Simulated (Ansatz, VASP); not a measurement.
**KMgF3 in VASP and in Ansatz**

File INCAR:

```
ALGO = Normal
EDIFF = 1E-6
ENCUT = 520
GGA = PE
ISIF = 2
ISMEAR = 0
LASPH = True
LCHARG = False
LREAL = False
LWAVE = False
NBANDS = 24
NELM = 60
PREC = Accurate
SIGMA = 0.05
```

File KPOINTS:

```
k-points
0
Gamma
  6 6 6
```

POSCAR

```
KMgF3
1.0
    3.8663230000      0.0000000000      0.0000000000
    0.0000000000      3.8663230000      0.0000000000
    0.0000000000      0.0000000000      3.8663230000
K Mg F
1 1 3
Direct
    0.5000000000      0.5000000000      0.5000000000
    0.0000000000      0.0000000000      0.0000000000
    0.5000000000      0.0000000000      0.0000000000
    0.0000000000      0.5000000000      0.0000000000
    0.0000000000      0.0000000000      0.5000000000
```

Input for Ansatz:

```yaml
crystal:
  lattice:
    - [3.866323, 0.0, 0.0]
    - [0.0, 3.866323, 0.0]
    - [0.0, 0.0, 3.866323]
  atoms:
    - { symbol: K, position: [0.5, 0.5, 0.5] }
    - { symbol: Mg, position: [0.0, 0.0, 0.0] }
    - { symbol: F, position: [0.5, 0.0, 0.0] }
    - { symbol: F, position: [0.0, 0.5, 0.0] }
    - { symbol: F, position: [0.0, 0.0, 0.5] }
basis:
  ecutwfc: 420
kpoints:
  mp_grid: { grid: [6, 6, 6] }
hamiltonian:
  xc: pbe
scf:
  occupations: { method: gaussian, width: 0.05 }
output:
  forces: true
  stress: true
  eigenvalues: true
```

Change from the starting cell: strain -0.030 along x and y, -0.030 along z, atoms carried along.

Alike in both runs: task single point; functional PBE; k mesh 6 × 6 × 6; occupations gaussian, width 0.05 eV; no spin polarisation.

|  | VASP | Ansatz |
| --- | --- | --- |
| version | VASP 6.6.1 | Ansatz 0.2.0 |
| potentials or method | VASP PAW PBE potentials, release 64 (K_sv, Mg, F), cutoff 520 eV | scalar-relativistic, plane waves, PAW |
| valence electrons in the cell | 32 | 40 |

|  | VASP | Ansatz | Ansatz less VASP |
| --- | --- | --- | --- |
| gap on the k mesh at the Fermi level (eV) | 8.04 | 8.07 | +0.029 |
| least direct gap on the mesh (eV) | 8.36 | 8.38 | +0.026 |
| pressure (GPa) | 12.5 | 12.9 | +0.39 |

The functional is the same, so the differences come from potentials, cutoffs and numerics. VASP's potentials hold 32 valence electrons a cell and Ansatz's 40, so a difference there can come from the potentials and not from the codes.
